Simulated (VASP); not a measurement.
## ScF: single point with PBE

Crystal: ScF.

```
Sc F
1.0
     0.00000    2.56125    2.56125
     2.56125    0.00000    2.56125
     2.56125    2.56125    0.00000
Sc F
1 1
Direct
  0.75000 0.75000 0.75000
  0.00000 0.00000 0.00000
```

The cell was built from a structure type or drawn by symmetry, and may not be a known phase.

```json
{
 "Program": "VASP 6.6.1",
 "Task": "single point",
 "Functional": "PBE",
 "Potentials or basis": "VASP PAW PBE potentials, release 64 (Sc_sv, F)",
 "Cutoff": "600 eV",
 "k mesh": "7 × 7 × 7",
 "Occupations": "gaussian, width 0.2 eV",
 "Spin": "no spin polarisation",
 "Dipole correction": "no",
 "Further INCAR settings": "ALGO = Normal; EDIFF = 1e-06; NBANDS = 16"
}
```

- Pressure: 0.3 GPa
- Band gap on the k mesh: 0.30 eV (least direct gap 0.51 eV)

Levels at points of the mesh, in eV from the valence-band top:
| k point | band 6 | band 7 | band 8 | band 9 | band 10 | band 11 | band 12 | band 13 |
| --- | --- | --- | --- | --- | --- | --- | --- | --- |
| (0.00, 0.00, 0.00) | -8.25 | -8.25 | -8.25 | -2.34 | 1.57 | 1.57 | 2.43 | 2.43 |

Run time: 19 s on 1 thread of Intel(R) Xeon(R) Platinum 8488C (Sapphire Rapids), with other jobs on the host, peak memory 0.17 GiB.

Caveat: an odd mesh through Γ misses points on the zone boundary, where band edges can lie.
